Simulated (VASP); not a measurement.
Mg, 2 atoms in the cell. The typed cell holds 2 atoms: a = 3.209 Å, b = 3.209 Å, c = 5.210 Å, α = 90.00°, β = 90.00°, γ = 120.00°. 

| Item | Value |
| --- | --- |
| Program | VASP 6.6.1 |
| Task | single point |
| Functional | PBE |
| Potentials or basis | VASP PAW PBE potentials, release 64 (Mg) |
| Cutoff | 520 eV |
| k mesh | 7 × 7 × 4 |
| Occupations | fermi-dirac, width 0.005 eV |
| Spin | no spin polarisation |
| Dipole correction | no |
| Further INCAR settings | ALGO = Normal; EDIFF = 1e-06; NBANDS = 9 |

Potentials or basis: VASP PAW PBE potentials, release 64 (Mg).

Command:

```sh
$ cat potpaw_PBE.64/Mg/POTCAR > POTCAR
$ mpirun -np 1 vasp_std > vasp.out
```

Hardware: 1 thread of Intel(R) Xeon(R) Platinum 8259CL CPU @ 2.50GHz (Skylake/Cascade Lake), with other jobs on the host.

**Question.** Estimate the wall time of this run.

**Answer.** It took 19 s on 1 thread of Intel(R) Xeon(R) Platinum 8259CL CPU @ 2.50GHz (Skylake/Cascade Lake), on a shared host, peak memory 0.18 GiB. Counts: scf iterations 11, k points 99.
